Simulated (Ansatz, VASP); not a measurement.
# F in VASP and in Ansatz

The input INCAR:

```
PREC     = Accurate       # precision mode
ENCUT    = 520            # plane-wave cutoff, eV
EDIFF    = 1E-6           # SCF threshold, eV
ISMEAR   = 0              # smearing method
SIGMA    = 0.05           # smearing width, eV
LREAL    = F              # projectors in reciprocal space
LASPH    = T              # aspherical terms in the spheres
NELM     = 60             # most SCF steps
ALGO     = Normal         # electronic algorithm
ISIF     = 2              # what is computed and relaxed
LWAVE    = F              # write WAVECAR
LCHARG   = F              # write CHGCAR
GGA      = PE             # functional
IVDW     = 12             # dispersion correction
NBANDS   = 22             # bands
```

The input KPOINTS:

```
regular mesh
0
Gamma
  8 8 4
```

POSCAR

```
F
1.0
    2.7275771167     -1.7336339579      0.2878492166
    2.7275771167      1.7336339579      0.2878492166
   -0.8091229560      0.0000000000      6.5300711906
F
4
Direct
    0.9138648456      0.5855481450      0.0939279973
    0.4144518550      0.0861351544      0.4060720027
    0.0861351544      0.4144518550      0.9060720027
    0.5855481450      0.9138648456      0.5939279973
```

Input for Ansatz:

```yaml
crystal:
  lattice:
    - [2.7275771167, -1.7336339579, 0.2878492166]
    - [2.7275771167, 1.7336339579, 0.2878492166]
    - [-0.809122956, 0.0, 6.5300711906]
  atoms:
    - { symbol: F, position: [0.9138648456, 0.585548145, 0.0939279973] }
    - { symbol: F, position: [0.414451855, 0.0861351544, 0.4060720027] }
    - { symbol: F, position: [0.0861351544, 0.414451855, 0.9060720027] }
    - { symbol: F, position: [0.585548145, 0.9138648456, 0.5939279973] }
basis:
  ecutwfc: 520.0
kpoints:
  mp_grid: { grid: [8, 8, 4] }
hamiltonian:
  xc: pbe
  dispersion: d3bj
scf:
  occupations: { method: gaussian, width: 0.05 }
output:
  forces: true
  stress: true
  eigenvalues: true
```

Alike in both runs: task single point; functional PBE; dispersion D3(BJ); k mesh 8 × 8 × 4; occupations gaussian, width 0.05 eV; no spin polarisation.

|  | VASP | Ansatz |
| --- | --- | --- |
| version | VASP 6.6.1 | Ansatz 0.2.0 |
| potentials or method | VASP PAW PBE potentials, release 64 (F), cutoff 520 eV | scalar-relativistic, plane waves, PAW |
| valence electrons in the cell | 28 | 28 |

|  | VASP | Ansatz | Ansatz less VASP |
| --- | --- | --- | --- |
| gap on the k mesh at the Fermi level (eV) | 3.46 | 3.54 | +0.083 |
| least direct gap on the mesh (eV) | 3.46 | 3.54 | +0.083 |
| pressure (GPa) | 5.3 | 4.8 | -0.50 |
| traceless stress, the component that is largest in VASP (GPa) | 7.59 | 6.07 | -1.521 |
| rms of the force components (eV/Å) | 1.295 | 1.029 | -0.2657 |

Atom by atom the forces differ by 0.266 eV/Å (rms over components).
